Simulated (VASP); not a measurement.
# Ti3Si2 (Pm-3m) in VASP: notebook

Runs on Ti3Si2. Level: PBE. Tasks: single point, relaxation of cell and atoms.

Everything below comes from runs of VASP 6.6.1. Logs are shortened: lines on timing, memory, paths and dates and some standing lists are left out, and cuts for length are marked.

## Step 1: The cell of the first run

It takes space group Pm-3m (No. 221, cubic). Conventional cell: a = 4.452 Å, b = 4.452 Å, c = 4.452 Å, α = 90.00°, β = 90.00°, γ = 90.00°. Within 2.9 Å of Ti (site symmetry 4/mmm) lie 2 Si at 2.23 Å. Within 2.9 Å of Si (site symmetry m-3m) lie 6 Ti at 2.23 Å. Si (site symmetry m-3m) has 12 Ti at 3.15 Å and 8 Si at 3.86 Å within 4.1 Å.

## Step 2: Single point, PBE

Contents of INCAR:

```
ALGO     = Normal         # electronic algorithm
EDIFF    = 1E-7           # SCF threshold, eV
ENCUT    = 520            # plane-wave cutoff, eV
GGA      = PE             # functional
ISIF     = 2              # what is computed and relaxed
ISMEAR   = 0              # smearing method
LASPH    = T              # aspherical terms in the spheres
LCHARG   = T              # write CHGCAR
LELF     = T              # ELF
LREAL    = F              # projectors in reciprocal space
LVHAR    = T            
LWAVE    = F              # write WAVECAR
NBANDS   = 30             # bands
NELM     = 80             # most SCF steps
PREC     = Accurate       # precision mode
SIGMA    = 0.1            # smearing width, eV
```

Contents of KPOINTS:

```
k-points
0
Gamma
  4 4 4
```

Contents of POSCAR:

```
Ti3Si2
1.0
    4.4518305700      0.0000000000      0.0000000000
    0.0000000000      4.4518305700      0.0000000000
    0.0000000000      0.0000000000      4.4518305700
Ti Si
3 2
Direct
    0.0000000000      0.5000000000      0.5000000000
    0.5000000000      0.0000000000      0.5000000000
    0.5000000000      0.5000000000      0.0000000000
    0.5000000000      0.5000000000      0.5000000000
    0.0000000000      0.0000000000      0.0000000000
```

Potentials or basis: VASP PAW PBE potentials, release 64 (Ti_sv, Si).

The run is started by

```console
> cat potpaw_PBE.64/Ti_sv/POTCAR potpaw_PBE.64/Si/POTCAR > POTCAR
> mpirun -np 1 vasp_std > vasp.out
```

OUTCAR:

```text
EDIFF = 1E-7
   ENCUT = 520
   GGA = PE
   ISIF = 2
   ISMEAR = 0
   LASPH = T
   LREAL = F
   NELM = 80
   PREC = Accurate

 ion  position               nearest neighbor table
   1  0.000  0.500  0.500-   4 2.23   4 2.23
   2  0.500  0.000  0.500-   4 2.23   4 2.23
   3  0.500  0.500  0.000-   4 2.23   4 2.23
   4  0.500  0.500  0.500-   1 2.23   2 2.23   3 2.23   3 2.23   2 2.23   1 2.23
   5  0.000  0.000  0.000-

  LATTYP: Found a simple cubic cell.
 ALAT       =     4.4518305700

  Lattice vectors:

 A1 = (   4.4518305700,   0.0000000000,   0.0000000000)
 A2 = (   0.0000000000,   4.4518305700,   0.0000000000)
 A3 = (   0.0000000000,   0.0000000000,   4.4518305700)

Analysis of symmetry for initial positions (statically):
=====================================================================
 Subroutine PRICEL returns:
 Original cell was already a primitive cell.

 Routine SETGRP: Setting up the symmetry group for a
 simple cubic supercell.

 Subroutine GETGRP returns: Found 48 space group operations
 (whereof 48 operations were pure point group operations)
 out of a pool of 48 trial point group operations.

The static configuration has the point symmetry O_h .

Analysis of symmetry for dynamics (positions and initial velocities):
=====================================================================
 Subroutine PRICEL returns:
 Original cell was already a primitive cell.

 Routine SETGRP: Setting up the symmetry group for a
 simple cubic supercell.

 Subroutine GETGRP returns: Found 48 space group operations
 (whereof 48 operations were pure point group operations)
 out of a pool of 48 trial point group operations.

The dynamic configuration has the point symmetry O_h .

 Subroutine INISYM returns: Found 48 space group operations
 (whereof 48 operations are pure point group operations),
 and found     1 'primitive' translations

----------------------------------------------------------------------------------------

                                     Primitive cell

  volume of cell :      88.2299

  direct lattice vectors                    reciprocal lattice vectors
     4.451830570  0.000000000  0.000000000     0.224626698  0.000000000  0.000000000
     0.000000000  4.451830570  0.000000000     0.000000000  0.224626698  0.000000000
     0.000000000  0.000000000  4.451830570     0.000000000  0.000000000  0.224626698

[... 73 lines left out ...]
   NELM   =     80;   NELMIN=  2; NELMDL= -5     # of ELM steps
   EDIFF  = 0.1E-06   stopping-criterion for ELM
   LREAL  =      F    real-space projection
   EDIFFG = 0.1E-05   stopping-criterion for IOM
   NSW    =      0    number of steps for IOM
   IBRION =     -1    ionic relax: 0-MD 1-quasi-New 2-CG
   NFREE  =      0    steps in history (QN), initial steepest desc. (CG)
   ISIF   =      2    stress and relaxation
   ISYM   =      2    0-nonsym 1-usesym 2-fastsym
   POTIM  = 0.5000    time-step for ionic-motion
   TEBEG  =    0.0;   TEEND  =   0.0 temperature during run
   PSTRESS=    0.0 pullay stress
   NELECT =      44.0000    total number of electrons
   NUPDOWN=      -1.0000    fix difference up-down
   EMIN   =  10.00;   EMAX   =-10.00  energy-range for DOS
   EFERMI =   0.00;   METHOD = LEGACY
   ISMEAR =     0;   SIGMA  =   0.10  broadening in eV -4-tet -1-fermi 0-gaus
   EFERMI_NEDOS =   21; number of points for ismear=-14 and -15
   IALGO  =     38    algorithm
   IMIX   =      4    mixing-type and parameters
     AMIX     =   0.40;   BMIX     =  1.00
     AMIX_MAG =   1.60;   BMIX_MAG =  1.00
  volume/ion in A,a.u.               =      17.65       119.08
  Fermi-wavevector in a.u.,A,eV,Ry     =   1.298236  2.453311 22.931499  1.685418
  Thomas-Fermi vector in A             =   2.429578
   LORBIT       =      0    0 simple, 1 ext, 2 COOP (PROOUT), +10 PAW based schemes
   GGA     = PE    functional components
   LHFCALC =     F    Hartree Fock is set to
   AEXX    =    0.0000 exact exchange contribution
   IVDW    =     0    specifies the selected vdW correction
   LEPSILON=     F    determine dielectric tensor
   LRPA    =     F    only Hartree local field effects (RPA)
 non-spin polarized calculation
 Gauss-broadening in eV      SIGMA  =   0.10
  energy-cutoff  :      520.00
  volume of cell :       88.23
 maximum number of plane-waves:      2408
 NGX is ok and might be reduce to    36
   NGX = 17   NGY = 17   NGZ = 17

 number of electron      43.9999976 magnetization

 Free energy of the ion-electron system (eV)
  ---------------------------------------------------
  ext. energy  EPLUGINS =         0.00000000
  ---------------------------------------------------
  free energy    TOTEN  =       -32.96873407 eV

  energy without entropy =      -32.93222678  energy(sigma->0) =      -32.95048043

 E-fermi :   7.8308     XC(G=0): -10.8367

 val. band max:        7.8301440362   @ k =   0.5000   0.5000   0.2500
 cond. band min:       8.0306756898   @ k =   0.5000   0.5000   0.5000
 fundamental gap:      0.2005316536
 Fermi energy:         7.8307712041

 k-point     1 :       0.0000    0.0000    0.0000
  band No.  band energies     occupation
      1     -49.1974      2.00000
      2     -49.1458      2.00000
      3     -49.1458      2.00000
      4     -25.6014      2.00000
      5     -25.6014      2.00000
      6     -25.6014      2.00000
[... 319 lines left out ...]
     29       9.4478      0.00000
     30      10.3133      0.00000

------------------------ aborting loop because EDIFF is reached ----------------------------------------

  FORCE on cell =-STRESS in cart. coord.  units (eV):
  Direction    XX          YY          ZZ          XY          YZ          ZX
  --------------------------------------------------------------------------------------
  -------------------------------------------------------------------------------------
  Total        3.8598933      3.8598933      3.8598933      0.0000000      0.0000000     -0.0000000
  in kB       70.0922497     70.0922497     70.0922497      0.0000000      0.0000000     -0.0000000
  external PRESSURE =      70.0922497 kB  Pullay stress =       0.0000000 kB

 VOLUME and BASIS-vectors are now :
 -----------------------------------------------------------------------------
  energy-cutoff  :      520.00
  volume of cell :       88.23
      direct lattice vectors                 reciprocal lattice vectors
     4.451830570  0.000000000  0.000000000     0.224626698  0.000000000  0.000000000
     0.000000000  4.451830570  0.000000000     0.000000000  0.224626698  0.000000000
     0.000000000  0.000000000  4.451830570     0.000000000  0.000000000  0.224626698

 POSITION                                       TOTAL-FORCE (eV/Angst)
 -----------------------------------------------------------------------------------
      0.00000      2.22592      2.22592         0.000000      0.000000      0.000000
      2.22592      0.00000      2.22592         0.000000      0.000000      0.000000
      2.22592      2.22592      0.00000         0.000000      0.000000      0.000000
      2.22592      2.22592      2.22592         0.000000      0.000000      0.000000
      0.00000      0.00000      0.00000         0.000000      0.000000      0.000000
 -----------------------------------------------------------------------------------
    total drift:                                0.000000      0.000000      0.000000

  FREE ENERGIE OF THE ION-ELECTRON SYSTEM (eV)
  ---------------------------------------------------
  free  energy   TOTEN  =       -32.9687340720 eV

  energy  without entropy=      -32.9322267807  energy(sigma->0) =      -32.95048043
```

stdout:

```text
POSCAR found type information on POSCAR TiSi
 POSCAR found :  2 types and       5 ions
 scaLAPACK will be used
 LDA part: xc-table for (Slater+PW92), standard interpolation
 POSCAR, INCAR and KPOINTS ok, starting setup
 FFT: planning ... GRIDC
 FFT: planning ... GRID_SOFT
 FFT: planning ... GRID
 WAVECAR not read
 entering main loop
```

Wall time 31 s (1 thread of Intel Xeon 6975P-C, shared host); peak memory 0.2 GiB.

What came out:

```
Free energy            : -32.9687 eV
Pressure               : 7.0 GPa
Band gap on the k mesh : zero (band 22 reaches 8.03 eV, above the bottom of band 23 at 7.78 eV)
```

## Step 3: Single point, PBE

This run uses another cell than the first one, of 18.84 Å³/atom, 1.067 times its volume.

Contents of INCAR:

```
PREC     = Accurate       # precision mode
ENCUT    = 520            # plane-wave cutoff, eV
EDIFF    = 1E-6           # SCF threshold, eV
ISMEAR   = 0              # smearing method
SIGMA    = 0.1            # smearing width, eV
LREAL    = F              # projectors in reciprocal space
LASPH    = T              # aspherical terms in the spheres
NELM     = 100            # most SCF steps
ALGO     = Fast           # electronic algorithm
ISIF     = 2              # what is computed and relaxed
LWAVE    = F              # write WAVECAR
LCHARG   = T              # write CHGCAR
GGA      = PE             # functional
LELF     = T              # ELF
LVHAR    = T            
NBANDS   = 30             # bands
```

Contents of KPOINTS:

```
Automatic mesh
0
Gamma
  4 4 4
```

Edit POSCAR of step 2 so:

```diff
@@ -2,5 +2,5 @@
 1.0
-    4.4518305700      0.0000000000      0.0000000000
-    0.0000000000      4.4518305700      0.0000000000
-    0.0000000000      0.0000000000      4.4518305700
+    4.5498130489      0.0000000000      0.0000000000
+    0.0000000000      4.5498130489      0.0000000000
+    0.0000000000      0.0000000000      4.5498130489
 Ti Si
```

Potentials or basis: VASP PAW PBE potentials, release 64 (Ti_sv, Si).

The run is started by

```console
> cat potpaw_PBE.64/Ti_sv/POTCAR potpaw_PBE.64/Si/POTCAR > POTCAR
> mpirun -np 1 vasp_std > vasp.out
```

Wall time 78 s (1 thread of Intel Xeon 6975P-C, shared host); peak memory 0.21 GiB.

It converged, with:

- Free energy: -33.0966 eV
- Pressure: 0.1 GPa
- Band gap on the k mesh: zero (band 22 reaches 7.37 eV, above the bottom of band 23 at 7.12 eV)

Levels at points of the mesh, in eV from the Fermi level:
| k point | band 20 | band 21 | band 22 | band 23 | band 24 | band 25 |
| --- | --- | --- | --- | --- | --- | --- |
| (0.00, 0.00, 0.00) | -1.62 | -1.26 | -1.26 | 0.74 | 0.74 | 1.06 |
| (0.50, 0.00, 0.00) | -1.92 | -1.35 | -0.31 | 0.42 | 0.63 | 0.75 |
| (0.50, 0.50, 0.00) | -1.75 | -0.44 | -0.44 | 0.37 | 0.37 | 0.55 |
| (0.50, 0.50, 0.50) | -2.31 | 0.18 | 0.18 | 0.18 | 0.30 | 0.30 |

## Step 4: Relaxation of cell and atoms, PBE

Contents of INCAR:

```
SYSTEM = Ti3Si2
PREC = Accurate
ENCUT = 600
EDIFF = 1E-6
ISMEAR = 0
SIGMA = 0.1
LREAL = .FALSE.
LASPH = .TRUE.
NELM = 80
ALGO = Fast
ISIF = 3
LWAVE = .FALSE.
LCHARG = .FALSE.
GGA = PE
IBRION = 2
NSW = 90
EDIFFG = -0.04
```

Contents of KPOINTS:

```
regular mesh
0
G
  4 4 4
  0 0 0
```

Edit POSCAR of step 3 so:

```diff
@@ -2,5 +2,5 @@
 1.0
-    4.5498130489      0.0000000000      0.0000000000
-    0.0000000000      4.5498130489      0.0000000000
-    0.0000000000      0.0000000000      4.5498130489
+    4.4518305700      0.0000000000      0.0000000000
+    0.0000000000      4.4518305700      0.0000000000
+    0.0000000000      0.0000000000      4.4518305700
 Ti Si
```

Potentials or basis: VASP PAW PBE potentials, release 64 (Ti_sv, Si).

The run is started by

```console
> cat potpaw_PBE.64/Ti_sv/POTCAR potpaw_PBE.64/Si/POTCAR > POTCAR
> mpirun -np 1 vasp_std > vasp.out
```

OUTCAR:

```text
SYSTEM = Ti3Si2
   PREC = Accurate
   ENCUT = 600
   EDIFF = 1E-6
   ISMEAR = 0
   LREAL = .FALSE.
   LASPH = .TRUE.
   NELM = 80
   ISIF = 3
   GGA = PE
   IBRION = 2
   NSW = 90
   EDIFFG = -0.04

 ion  position               nearest neighbor table
   1  0.000  0.500  0.500-   4 2.23   4 2.23
   2  0.500  0.000  0.500-   4 2.23   4 2.23
   3  0.500  0.500  0.000-   4 2.23   4 2.23
   4  0.500  0.500  0.500-   1 2.23   2 2.23   3 2.23   3 2.23   2 2.23   1 2.23
   5  0.000  0.000  0.000-

  LATTYP: Found a simple cubic cell.
 ALAT       =     4.4518305700

  Lattice vectors:

 A1 = (   4.4518305700,   0.0000000000,   0.0000000000)
[... 176 lines left out ...]
  Direction    XX          YY          ZZ          XY          YZ          ZX
  --------------------------------------------------------------------------------------
  -------------------------------------------------------------------------------------
  Total        3.8521017      3.8521017      3.8521017      0.0000000      0.0000000      0.0000000
  in kB       69.9507618     69.9507618     69.9507618      0.0000000      0.0000000      0.0000000
  external PRESSURE =      69.9507618 kB  Pullay stress =       0.0000000 kB
[... 65 lines left out ...]
--------------------------------------- Ionic step        3  -------------------------------------------

 number of electron      44.0000017 magnetization

 Free energy of the ion-electron system (eV)
  ---------------------------------------------------
  ext. energy  EPLUGINS =         0.00000000
  ---------------------------------------------------
  free energy    TOTEN  =       -33.09506403 eV

  energy without entropy =      -33.05790104  energy(sigma->0) =      -33.07648253

 E-fermi :   7.1748     XC(G=0): -10.5438

 val. band max:        7.1605818771   @ k =   0.5000   0.2500   0.2500
 cond. band min:       7.1754906132   @ k =   0.5000   0.5000   0.2500
 fundamental gap:      0.0149087360
 Fermi energy:         7.1748030278

 k-point     1 :       0.0000    0.0000    0.0000
  band No.  band energies     occupation
      1     -49.9963      2.00000
      2     -49.9583      2.00000
      3     -49.9583      2.00000
      4     -26.3569      2.00000
      5     -26.3569      2.00000
      6     -26.3569      2.00000
[... 311 lines left out ...]
  FREE ENERGIE OF THE ION-ELECTRON SYSTEM (eV)
  ---------------------------------------------------
  free  energy   TOTEN  =       -33.0950640268 eV

  energy  without entropy=      -33.0579010370  energy(sigma->0) =      -33.07648253

 reached required accuracy - stopping structural energy minimisation
```

Run time: 2.9 min. Hardware: 1 thread of Intel Xeon 6975P-C, shared host; peak memory 0.22 GiB.

Results:

- Free energy: -33.0951 eV
- Relaxed volume: 18.88 Å³/atom
- Relaxed cell: a = 4.553 Å, b = 4.553 Å, c = 4.553 Å, α = 90.00°, β = 90.00°, γ = 90.00°
- Space group after relaxing (to 0.05 Å): Pm-3m (No. 221)
- Energy gained by relaxing: 25.3 meV/atom
- Ionic steps: 3
- Pressure after relaxing: 0.0 GPa
- Band gap on the k mesh: zero (band 22 reaches 7.35 eV, above the bottom of band 23 at 7.10 eV)

The path:
```csv
step,energy change (eV),largest force (eV/Å),pressure (GPa),volume (Å³)
1,0.0000,0.0000,7.00,88.23
2,-0.0786,0.0000,-3.84,98.44
3,-0.1263,0.0000,0.01,94.38
```

Final structure:
```
CELL_PARAMETERS angstrom
4.55288 0.00000 0.00000
0.00000 4.55288 0.00000
0.00000 0.00000 4.55288
ATOMIC_POSITIONS crystal
Ti 0.00000 0.50000 0.50000
Ti 0.50000 0.00000 0.50000
Ti 0.50000 0.50000 0.00000
Si 0.50000 0.50000 0.50000
Si 0.00000 0.00000 0.00000
```

## Step 5: The runs side by side

| task | cell | cutoff (eV) | gap on the mesh (eV) | pressure (GPa) |
| --- | --- | --- | --- | --- |
| single point | a = 4.452 Å, 5 atoms | 520 | none | 7.0 |
| single point | a = 4.550 Å, 5 atoms | 520 | none | 0.1 |
| relaxation of cell and atoms | relaxed from a = 4.452 Å, 5 atoms | 600 | none | 0.0 |

Alike in all rows: level PBE; potentials or basis VASP PAW PBE potentials, release 64 (Ti_sv, Si); no spin polarisation; k mesh 4 × 4 × 4; smearing gaussian 0.1 eV.

Absolute energies hang on the potentials; compare differences alone.
